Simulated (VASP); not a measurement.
La2GaP3:

```
La Ga P
1.0
     4.16310    0.00000    0.00000
     0.00000    4.16310    0.00000
     0.00000    0.00000    9.13248
La Ga P
2 1 3
Direct
  0.00000 0.50000 0.73723
  0.50000 0.00000 0.26277
  0.00000 0.00000 0.00000
  0.50000 0.50000 0.00000
  0.00000 0.50000 0.37740
  0.50000 0.00000 0.62260
```

| Property | Result |
| --- | --- |
| Program | VASP 6.6.1 |
| Task | relaxation of cell and atoms |
| Functional | PBEsol |
| Potentials or basis | VASP PAW PBE potentials, release 64 (La, Ga_d, P) |
| Cutoff | 600 eV |
| k mesh | 6 × 6 × 2 |
| Occupations | fermi-dirac, width 0.03 eV |
| Spin | no spin polarisation |

At the start: pressure -8.1 GPa; volume 26.38 Å³/atom.

How do energy, volume and symmetry change on relaxing?

Over 23 steps the energy falls by 316.6 meV/atom and the volume is 21.87 Å³/atom (-17.1 %); space group P-4m2 (No. 115, to 0.1 Å) before and after.

Step by step:
```tsv
step	energy change (eV)	largest force (eV/Å)	pressure (GPa)	volume (Å³)
1	0.0000	1.5678	-8.07	158.28
2	-0.8339	1.5558	3.55	129.74
3	-0.8571	1.5908	1.48	133.07
4	-1.0896	1.1116	1.49	132.99
5	-1.3161	0.8922	3.11	132.78
6	-1.4049	0.8038	-1.94	143.79
7	-1.4154	0.8265	-0.80	140.90
8	-1.5054	0.5742	-0.60	140.19
9	-1.6034	0.1641	0.02	138.65
10	-1.6643	0.1654	-0.26	138.31
11	-1.7962	0.2092	-0.91	137.18
12	-1.8709	0.2157	-1.82	134.34
13	-1.8680	0.1931	-1.48	135.49
14	-1.8746	0.1768	-1.60	135.13
15	-1.8775	0.1786	-1.81	134.69
16	-1.8773	0.1742	-1.62	134.89
17	-1.8965	0.1192	0.36	130.70
18	-1.8972	0.1280	0.04	131.31
19	-1.8989	0.0722	-0.03	131.37
20	-1.8995	0.0246	-0.04	131.43
21	-1.8995	0.0226	-0.05	131.43
22	-1.8998	0.0131	0.00	131.30
23	-1.8998	0.0089	0.03	131.24
```

Final structure:
```
La Ga P
1.0
     4.13273    0.00000    0.00000
     0.00000    4.13273    0.00000
     0.00000    0.00000    7.68433
La Ga P
2 1 3
Direct
  0.00000 0.50000 0.69000
  0.50000 0.00000 0.31000
  0.00000 0.00000 0.00000
  0.50000 0.50000 0.00000
  0.00000 0.50000 0.31039
  0.50000 0.00000 0.68961
```

Caveat: the volume moved by over 15 % at a fixed basis, so the end points are rough; the PAW data sets were made with another functional, which shifts forces and pressure a little; spin-orbit coupling is left out, which moves the levels of the heavy elements.
